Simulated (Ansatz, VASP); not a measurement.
## One calculation of Ru, two programs

```
Ru
1.0
     4.23773    0.00000    0.00000
    -2.11886    3.66998    0.00000
     0.00000    0.00000    2.66665
Ru
3
Direct
  0.00000 0.00000 0.00000
  0.33333 0.66667 0.50000
  0.66667 0.33333 0.50000
```

Alike in both runs: functional r2SCAN; k mesh 12 × 12 × 16; occupations gaussian, width 0.1 eV; no spin polarisation.

Ansatz relaxed the structure, and its values are those at the end. VASP's run is a single point on that final structure, the one shown.

```csv
,VASP,Ansatz
version,VASP 6.6.1,Ansatz 0.2.0
potentials or method,"VASP PAW PBE potentials, release 64 (Ru_pv), cutoff 520 eV","scalar-relativistic, plane waves, PAW"
valence electrons in the cell,42,48
```

```csv
,VASP,Ansatz,Ansatz less VASP
gap on the k mesh at the Fermi level (eV),none,none,-
pressure (GPa),1.4,0.0,-1.46
```

VASP's potentials were made for PBE, not for r2SCAN. A gap of «none» marks a metal or a gap that the smearing closes. With one functional, cell and mesh, what is left measures potentials, basis and numerics. VASP's potentials hold 42 valence electrons a cell and Ansatz's 48, so a difference there can come from the potentials and not from the codes.
